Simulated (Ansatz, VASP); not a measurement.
# Two plane-wave programs on ZnO

```xyz
4
Lattice="3.2493 0.0000 0.0000 -1.6247 2.8140 0.0000 0.0000 0.0000 5.2057" Properties=species:S:1:pos:R:3 pbc="T T T"
Zn    0.0000    1.8760    2.6029
Zn    1.6247    0.9380    0.0000
O     1.6247    0.9380    1.9730
O     0.0000    1.8760    4.5759
```

Alike in both runs: task relaxation of cell and atoms; functional LDA; k mesh 21 × 21 × 12; occupations gaussian, width 0.02 eV; no spin polarisation.

|  | VASP | Ansatz |
| --- | --- | --- |
| version | VASP 6.6.1 | Ansatz 0.2.0 |
| potentials or method | VASP PAW LDA potentials, release 64 (Zn, O) | scalar-relativistic, plane waves, PAW |
| plane-wave cutoff (eV) | 600 | 420 |
| valence electrons in the cell | 36 | 36 |

VASP gave:

```
gap on the k mesh at the Fermi level, each at its own relaxed structure (eV) : 0.80
relaxed volume (Å³/atom)                                                     : 11.41
relaxed length of the cell vector where the two differ most in proportion (Å)              : 5.165
```

Question: Which values does Ansatz return?

Answer: gap on the k mesh at the Fermi level, each at its own relaxed structure (eV): 0.80; relaxed volume (Å³/atom): 11.33; relaxed length of the cell vector where the two differ most in proportion (Å): 5.152.

LDA's correlation is that of Perdew and Zunger in VASP and of Perdew and Wang (1992) in Ansatz.
